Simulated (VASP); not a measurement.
# AlCu (Pm-3m) in VASP: a series of runs

The runs below take AlCu through single point, with PBEsol.

Program: VASP 6.6.1. These are calculated values, not measurements. Logs are shortened: lines on timing, memory, paths and dates and some standing lists are left out, and cuts for length are marked.

## 1. The cell of the first run

It takes space group Pm-3m (No. 221, cubic). Conventional cell: a = 2.998 Å, b = 2.998 Å, c = 2.998 Å, α = 90.00°, β = 90.00°, γ = 90.00°. Al (site symmetry m-3m) has 8 Cu at 2.60 Å and 6 Al at 3.00 Å within 3.4 Å. Cu (site symmetry m-3m) has 8 Al at 2.60 Å and 6 Cu at 3.00 Å within 3.4 Å.

## 2. Single point, PBEsol

The input, INCAR:

```
PREC = Accurate ; ENCUT = 520
EDIFF = 1E-6 ; ISMEAR = 1
SIGMA = 0.1 ; LREAL = F
LASPH = T ; NELM = 60
ALGO = Normal ; ISIF = 2
LWAVE = F ; LCHARG = F
GGA = PS ; NBANDS = 14
```

The input, KPOINTS:

```
Automatic mesh
0
Gamma
  10 10 10
```

The input, POSCAR:

```
AlCu
1.0
    2.9975090000      0.0000000000      0.0000000000
    0.0000000000      2.9975090000      0.0000000000
    0.0000000000      0.0000000000      2.9975090000
Al Cu
1 1
Direct
    0.0000000000      0.0000000000      0.0000000000
    0.5000000000      0.5000000000      0.5000000000
```

Potentials or basis: VASP PAW PBE potentials, release 64 (Al, Cu).

Run with:

```
$ cat potpaw_PBE.64/Al/POTCAR potpaw_PBE.64/Cu/POTCAR > POTCAR
$ mpirun -np 1 vasp_std > vasp.out
```

OUTCAR:

```text
PREC = Accurate
   ENCUT = 520
   EDIFF = 1E-6
   ISMEAR = 1
   LREAL = F
   LASPH = T
   NELM = 60
   ISIF = 2
   GGA = PS

 ion  position               nearest neighbor table
   1  0.000  0.000  0.000-   2 2.60   2 2.60   2 2.60   2 2.60   2 2.60   2 2.60   2 2.60   2 2.60

   2  0.500  0.500  0.500-   1 2.60   1 2.60   1 2.60   1 2.60   1 2.60   1 2.60   1 2.60   1 2.60

  LATTYP: Found a simple cubic cell.
 ALAT       =     2.9975090000

  Lattice vectors:

 A1 = (   2.9975090000,   0.0000000000,   0.0000000000)
 A2 = (   0.0000000000,   2.9975090000,   0.0000000000)
 A3 = (   0.0000000000,   0.0000000000,   2.9975090000)

Analysis of symmetry for initial positions (statically):
=====================================================================
 Subroutine PRICEL returns:
 Original cell was already a primitive cell.

 Routine SETGRP: Setting up the symmetry group for a
 simple cubic supercell.

 Subroutine GETGRP returns: Found 48 space group operations
 (whereof 48 operations were pure point group operations)
 out of a pool of 48 trial point group operations.

The static configuration has the point symmetry O_h .

Analysis of symmetry for dynamics (positions and initial velocities):
=====================================================================
 Subroutine PRICEL returns:
 Original cell was already a primitive cell.

 Routine SETGRP: Setting up the symmetry group for a
 simple cubic supercell.

 Subroutine GETGRP returns: Found 48 space group operations
 (whereof 48 operations were pure point group operations)
 out of a pool of 48 trial point group operations.

The dynamic configuration has the point symmetry O_h .

 Subroutine INISYM returns: Found 48 space group operations
 (whereof 48 operations are pure point group operations),
 and found     1 'primitive' translations

----------------------------------------------------------------------------------------

                                     Primitive cell

  volume of cell :      26.9328

  direct lattice vectors                    reciprocal lattice vectors
     2.997509000  0.000000000  0.000000000     0.333610341  0.000000000  0.000000000
     0.000000000  2.997509000  0.000000000     0.000000000  0.333610341  0.000000000
     0.000000000  0.000000000  2.997509000     0.000000000  0.000000000  0.333610341

  length of vectors
[... 90 lines left out ...]
   POTIM  = 0.5000    time-step for ionic-motion
   TEBEG  =    0.0;   TEEND  =   0.0 temperature during run
   PSTRESS=    0.0 pullay stress
   NELECT =      14.0000    total number of electrons
   NUPDOWN=      -1.0000    fix difference up-down
   EMIN   =  10.00;   EMAX   =-10.00  energy-range for DOS
   EFERMI =   0.00;   METHOD = LEGACY
   ISMEAR =     1;   SIGMA  =   0.10  broadening in eV -4-tet -1-fermi 0-gaus
   EFERMI_NEDOS =   21; number of points for ismear=-14 and -15
   IALGO  =     38    algorithm
   IMIX   =      4    mixing-type and parameters
     AMIX     =   0.40;   BMIX     =  1.00
     AMIX_MAG =   1.60;   BMIX_MAG =  1.00
  volume/ion in A,a.u.               =      13.47        90.88
  Fermi-wavevector in a.u.,A,eV,Ry     =   1.316306  2.487459 23.574307  1.732663
  Thomas-Fermi vector in A             =   2.446428
   LORBIT       =      0    0 simple, 1 ext, 2 COOP (PROOUT), +10 PAW based schemes
   GGA     = PS    functional components
   LHFCALC =     F    Hartree Fock is set to
   AEXX    =    0.0000 exact exchange contribution
   IVDW    =     0    specifies the selected vdW correction
   LEPSILON=     F    determine dielectric tensor
   LRPA    =     F    only Hartree local field effects (RPA)
 non-spin polarized calculation
 Methfessel and Paxton  Order N= 1 SIGMA  =   0.10
  energy-cutoff  :      520.00
  volume of cell :       26.93
 maximum number of plane-waves:       739
 NGX is ok and might be reduce to    24
   NGX = 11   NGY = 11   NGZ = 11

 number of electron      14.0000020 magnetization

 Free energy of the ion-electron system (eV)
  ---------------------------------------------------
  ext. energy  EPLUGINS =         0.00000000
  ---------------------------------------------------
  free energy    TOTEN  =        -8.67880658 eV

  energy without entropy =       -8.67840839  energy(sigma->0) =       -8.67867385

 E-fermi :   9.0350     XC(G=0): -11.6086

 val. band max:        9.0059929185   @ k =   0.2000   0.1000   0.0000
 cond. band min:       9.0446381440   @ k =   0.3000   0.3000   0.0000
 fundamental gap:      0.0386452254
 Fermi energy:         9.0350474579

 k-point     1 :       0.0000    0.0000    0.0000
  band No.  band energies     occupation
      1      -2.5160      2.00000
      2       4.0858      2.00000
      3       4.0858      2.00000
      4       5.0971      2.00000
      5       5.0971      2.00000
      6       5.0971      2.00000
      7      12.7902      0.00000
      8      12.7902      0.00000
      9      12.7902      0.00000
     10      15.2779      0.00000
     11      15.2779      0.00000
     12      18.9533      0.00000
     13      27.3225      0.00000
     14      27.3225      0.00000
[... 377 lines left out ...]
      1      -0.6995      2.00000
      2       3.8665      2.00000
      3       4.2895      2.00000
      4       4.7416      2.00000
      5       4.8036      2.00000
      6       5.0470      2.00000
      7       7.2548      2.00000
      8      12.5929      0.00000
      9      13.2203      0.00000
     10      17.6702      0.00000
     11      19.4196      0.00000
     12      19.9394      0.00000
     13      20.4480      0.00000
     14      24.3948      0.00000

 [... further k-points ...]

------------------------ aborting loop because EDIFF is reached ----------------------------------------

  FORCE on cell =-STRESS in cart. coord.  units (eV):
  Direction    XX          YY          ZZ          XY          YZ          ZX
  --------------------------------------------------------------------------------------
  -------------------------------------------------------------------------------------
  Total       -0.5609481     -0.5609481     -0.5609481     -0.0000000     -0.0000000      0.0000000
  in kB      -33.3696605    -33.3696605    -33.3696605     -0.0000000     -0.0000000      0.0000000
  external PRESSURE =     -33.3696605 kB  Pullay stress =       0.0000000 kB

 VOLUME and BASIS-vectors are now :
 -----------------------------------------------------------------------------
  energy-cutoff  :      520.00
  volume of cell :       26.93
      direct lattice vectors                 reciprocal lattice vectors
     2.997509000  0.000000000  0.000000000     0.333610341  0.000000000  0.000000000
     0.000000000  2.997509000  0.000000000     0.000000000  0.333610341  0.000000000
     0.000000000  0.000000000  2.997509000     0.000000000  0.000000000  0.333610341

 POSITION                                       TOTAL-FORCE (eV/Angst)
 -----------------------------------------------------------------------------------
      0.00000      0.00000      0.00000         0.000000      0.000000      0.000000
      1.49875      1.49875      1.49875         0.000000      0.000000      0.000000
 -----------------------------------------------------------------------------------
    total drift:                                0.000000      0.000000     -0.000000

  FREE ENERGIE OF THE ION-ELECTRON SYSTEM (eV)
  ---------------------------------------------------
  free  energy   TOTEN  =        -8.6788065822 eV

  energy  without entropy=       -8.6784083908  energy(sigma->0) =       -8.67867385
```

stdout:

```text
POSCAR found type information on POSCAR AlCu
 POSCAR found :  2 types and       2 ions
 scaLAPACK will be used
 -----------------------------------------------------------------------------
|                                                                             |
|                                                                             |
|     You enforced a specific xc type in the INCAR file but a different       |
|     I HOPE YOU KNOW WHAT YOU ARE DOING!                                     |
|                                                                             |
 -----------------------------------------------------------------------------

 LDA part: xc-table for (Slater+PW92), standard interpolation
 POSCAR, INCAR and KPOINTS ok, starting setup
 FFT: planning ... GRIDC
 FFT: planning ... GRID_SOFT
 FFT: planning ... GRID
 WAVECAR not read
 entering main loop
```

Wall time 10 s (1 thread of Intel Xeon 6975P-C (Granite Rapids), shared host); peak memory 0.14 GiB.

Results:

```
Free energy            : -8.6788 eV
Pressure               : -3.3 GPa
Band gap on the k mesh : zero (band 7 reaches 12.79 eV, above the bottom of band 8 at 8.12 eV)
```

Caveat: the PAW data sets were made with another functional, which shifts forces and pressure a little.

(Continued in part 2 of 2.)
